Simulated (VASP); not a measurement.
# HfN (Fm-3m) in VASP: a series of runs, part 2 of 2

VASP 6.6.1. Earlier steps stand in the parts before.

## 3. Single point, PBEsol

This run uses another cell than the first one, of 12.78 Å³/atom, 1.118 times its volume.

INCAR

```
ALGO = Normal
EDIFF = 1E-6
ENCUT = 600
GGA = PS
GGA_COMPAT = F
ISIF = 2
ISMEAR = 0
LASPH = T
LCHARG = T
LELF = T
LREAL = F
LVHAR = T
LWAVE = F
NBANDS = 14
NELM = 120
PREC = Accurate
SIGMA = 0.1
```

KPOINTS

```
k-points
0
Gamma
  6 6 6
```

POSCAR

```
HfN
1.0
    0.0000000000      2.3379852808      2.3379852808
    2.3379852808      0.0000000000      2.3379852808
    2.3379852808      2.3379852808      0.0000000000
Hf N
1 1
Direct
    0.5000000000      0.5000000000      0.5000000000
    0.0000000000      0.0000000000      0.0000000000
```

Potentials or basis: VASP PAW PBE potentials, release 64 (Hf_pv, N).

Command:

```console
$ cat potpaw_PBE.64/Hf_pv/POTCAR potpaw_PBE.64/N/POTCAR > POTCAR
$ mpirun -np 1 vasp_std > vasp.out
```

OUTCAR:

```text
EDIFF = 1E-6
   ENCUT = 600
   GGA = PS
   ISIF = 2
   ISMEAR = 0
   LASPH = T
   LREAL = F
   NELM = 120
   PREC = Accurate

 ion  position               nearest neighbor table
   1  0.500  0.500  0.500-   2 2.34   2 2.34   2 2.34   2 2.34   2 2.34   2 2.34
   2  0.000  0.000  0.000-   1 2.34   1 2.34   1 2.34   1 2.34   1 2.34   1 2.34

  LATTYP: Found a face centered cubic cell.
 ALAT       =     4.6759705616

  Lattice vectors:

 A1 = (   0.0000000000,   2.3379852808,   2.3379852808)
 A2 = (   2.3379852808,   0.0000000000,   2.3379852808)
 A3 = (   2.3379852808,   2.3379852808,   0.0000000000)

Analysis of symmetry for initial positions (statically):
=====================================================================
 Subroutine PRICEL returns:
 Original cell was already a primitive cell.

 Routine SETGRP: Setting up the symmetry group for a
 face centered cubic supercell.

 Subroutine GETGRP returns: Found 48 space group operations
 (whereof 48 operations were pure point group operations)
 out of a pool of 48 trial point group operations.

The static configuration has the point symmetry O_h .

Analysis of symmetry for dynamics (positions and initial velocities):
=====================================================================
 Subroutine PRICEL returns:
 Original cell was already a primitive cell.

 Routine SETGRP: Setting up the symmetry group for a
 face centered cubic supercell.

 Subroutine GETGRP returns: Found 48 space group operations
 (whereof 48 operations were pure point group operations)
 out of a pool of 48 trial point group operations.

The dynamic configuration has the point symmetry O_h .

 Subroutine INISYM returns: Found 48 space group operations
 (whereof 48 operations are pure point group operations),
 and found     1 'primitive' translations

----------------------------------------------------------------------------------------

                                     Primitive cell

  volume of cell :      25.5597
[... 109 lines left out ...]
   LEPSILON=     F    determine dielectric tensor
   LRPA    =     F    only Hartree local field effects (RPA)
 non-spin polarized calculation
 Gauss-broadening in eV      SIGMA  =   0.10
  energy-cutoff  :      600.00
  volume of cell :       25.56
 maximum number of plane-waves:       869
 NGX is ok and might be reduce to    28
   NGX = 13   NGY = 13   NGZ = 13

 number of electron      15.0000000 magnetization

 Free energy of the ion-electron system (eV)
  ---------------------------------------------------
  ext. energy  EPLUGINS =         0.00000000
  ---------------------------------------------------
  free energy    TOTEN  =       -22.75626725 eV

  energy without entropy =      -22.75460267  energy(sigma->0) =      -22.75543496

 E-fermi :   7.3834     XC(G=0): -12.3635

 val. band max:        7.3356765081   @ k =   0.1667   0.0000   0.0000
 cond. band min:       7.7081872761   @ k =   0.1667   0.0000   0.0000
 fundamental gap:      0.3725107680
 Fermi energy:         7.3833691569

 k-point     1 :       0.0000    0.0000    0.0000
  band No.  band energies     occupation
      1     -24.1689      2.00000
      2     -24.1689      2.00000
      3     -24.1689      2.00000
      4      -9.5108      2.00000
      5       4.4632      2.00000
      6       4.4632      2.00000
      7       4.4632      2.00000
      8       6.9784      2.00000
      9       6.9784      2.00000
     10       6.9784      2.00000
     11       8.1942      0.00000
     12       8.9982      0.00000
     13       8.9982      0.00000
     14      16.6000      0.00000
[... 241 lines left out ...]
      1     -24.6355      2.00000
      2     -24.4686      2.00000
      3     -24.3996      2.00000
      4      -8.1026      2.00000
      5       1.9470      2.00000
      6       2.0352      2.00000
      7       2.3385      2.00000
      8       6.5832      2.00000
      9      10.0236      0.00000
     10      11.6496      0.00000
     11      12.0872      0.00000
     12      12.6906      0.00000
     13      15.2162      0.00000
     14      17.1556      0.00000

------------------------ aborting loop because EDIFF is reached ----------------------------------------

  FORCE on cell =-STRESS in cart. coord.  units (eV):
  Direction    XX          YY          ZZ          XY          YZ          ZX
  --------------------------------------------------------------------------------------
  -------------------------------------------------------------------------------------
  Total       -4.3937560     -4.3937560     -4.3937560      0.0000000      0.0000000      0.0000000
  in kB     -275.4172908   -275.4172908   -275.4172908      0.0000000      0.0000000      0.0000000
  external PRESSURE =    -275.4172908 kB  Pullay stress =       0.0000000 kB

 VOLUME and BASIS-vectors are now :
 -----------------------------------------------------------------------------
  energy-cutoff  :      600.00
  volume of cell :       25.56
      direct lattice vectors                 reciprocal lattice vectors
     0.000000000  2.337985281  2.337985281    -0.213859345  0.213859345  0.213859345
     2.337985281  0.000000000  2.337985281     0.213859345 -0.213859345  0.213859345
     2.337985281  2.337985281  0.000000000     0.213859345  0.213859345 -0.213859345

 POSITION                                       TOTAL-FORCE (eV/Angst)
 -----------------------------------------------------------------------------------
      2.33799      2.33799      2.33799        -0.000000      0.000000      0.000000
      0.00000      0.00000      0.00000         0.000000     -0.000000     -0.000000
 -----------------------------------------------------------------------------------
    total drift:                                0.000000      0.000000      0.000000

  FREE ENERGIE OF THE ION-ELECTRON SYSTEM (eV)
  ---------------------------------------------------
  free  energy   TOTEN  =       -22.7562672504 eV

  energy  without entropy=      -22.7546026651  energy(sigma->0) =      -22.75543496
```

stdout:

```text
POSCAR found type information on POSCAR HfN
 POSCAR found :  2 types and       2 ions
 scaLAPACK will be used
 -----------------------------------------------------------------------------
|                                                                             |
|                                                                             |
|     You enforced a specific xc type in the INCAR file but a different       |
|     I HOPE YOU KNOW WHAT YOU ARE DOING!                                     |
|                                                                             |
 -----------------------------------------------------------------------------

 LDA part: xc-table for (Slater+PW92), standard interpolation
 POSCAR, INCAR and KPOINTS ok, starting setup
 FFT: planning ... GRIDC
 FFT: planning ... GRID_SOFT
 FFT: planning ... GRID
 WAVECAR not read
 entering main loop
```

Wall time 24 s (1 thread of Intel Xeon 8259CL, shared host); peak memory 0.16 GiB.

What came out:

```
Free energy : -22.7563 eV
Pressure    : -27.5 GPa
```

Caveat: the k points lie up to 0.39 Å⁻¹ apart; the PAW data sets were made with another functional, which shifts forces and pressure a little; spin-orbit coupling is left out, which moves the levels of the heavy elements.
